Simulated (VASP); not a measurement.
Runs of VASP 6.6.1 on GaCo. The structure is that of space group Pm-3m (No. 221), or close to it. The cells are those of the table. 

```tsv
task	spin	cell	k mesh	cutoff (eV)	k mesh for the DOS	occupations for the DOS	gap on the mesh (eV)	pressure (GPa)	moment (μB)
relaxation of cell and atoms	collinear, ferromagnetic start	relaxed from a = 2.878 Å, 2 atoms	14 × 14 × 14	600	-	-	none	0.0	0.08
density of states	collinear, ferrimagnetic start	a = 2.882 Å, 2 atoms	14 × 14 × 14	520	21 × 21 × 21	tetrahedron	-	-	0.07
single point	collinear, ferromagnetic start	a = 2.878 Å, 2 atoms	6 × 6 × 6	520	-	-	none	(b)	0.24
single point	collinear, ferromagnetic start	a = 2.882 Å, 2 atoms	14 × 14 × 14	520	-	-	none	0.2	(a)
```

Alike in all rows: level PBE; potentials or basis VASP PAW PBE potentials, release 64 (Ga_d, Co); smearing gaussian 0.1 eV.

Question: Estimate the missing entries.

Answer: (a) 0.06; (b) 1.2.

Caveats: some runs use coarse meshes; tetrahedron occupations give inexact forces and stress in metals (some runs).

A k mesh can miss the band edges, and the runs leave out spin-orbit coupling on Ga.

A gap of «none» marks levels without a gap at the run's occupations.
